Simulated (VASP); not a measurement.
Write the native input for VASP 6.6.1 that does the following.

* Task: single point
* Functional: b88 exchange, pbe correlation
* Potentials or basis: VASP PAW PBE potentials, release 64 (Os)
* Cutoff: 600 eV
* k mesh: 12 × 12 × 12
* Occupations: fermi-dirac, width 0.1 eV
* Spin: no spin polarisation
* Dipole correction: no
* Further INCAR settings: ALGO = Normal; EDIFF = 1e-06; NBANDS = 10

The structure of Os lies in POSCAR:

```
Os
1.0
    1.5461397655      1.5461397655      1.5461397655
   -1.5461397655      1.5461397655      1.5461397655
   -1.5461397655     -1.5461397655      1.5461397655
Os
1
Direct
    0.0000000000      0.0000000000      0.0000000000
```

This isn't the form of Os at room conditions, which is hcp.

These files were run (other wordings do the same):

INCAR

```
SYSTEM = Os
ALGO = Normal
EDIFF = 1E-6
ENCUT = 600
GGA = LIBXC
GGA_COMPAT = .False.
ISIF = 2
ISMEAR = -1
LASPH = .True.
LCHARG = .False.
LIBXC1 = GGA_X_B88
LIBXC2 = GGA_C_PBE
LREAL = .False.
LWAVE = .False.
NBANDS = 10
NELM = 120
PREC = Accurate
SIGMA = 0.1
```

KPOINTS

```
k-points
0
Gamma
  12 12 12
  0 0 0
```

Potentials or basis: VASP PAW PBE potentials, release 64 (Os).

Command:

```sh
$ cat potpaw_PBE.64/Os/POTCAR > POTCAR
$ mpirun -np 1 vasp_std > vasp.out
```

It gave:

```yaml
Pressure: 0.3 GPa
Band_gap_on_the_k_mesh: zero (bands 4 and 5 overlap by 4.46 eV)
```

Caveat: the PAW data sets were made with another functional, which shifts forces and pressure a little; spin-orbit coupling is left out, which moves the levels of the heavy elements.

Run time: 7.5 s on 1 thread of AMD EPYC 9R45 96-Core Processor (Zen 5) (shared host), peak memory 0.12 GiB.
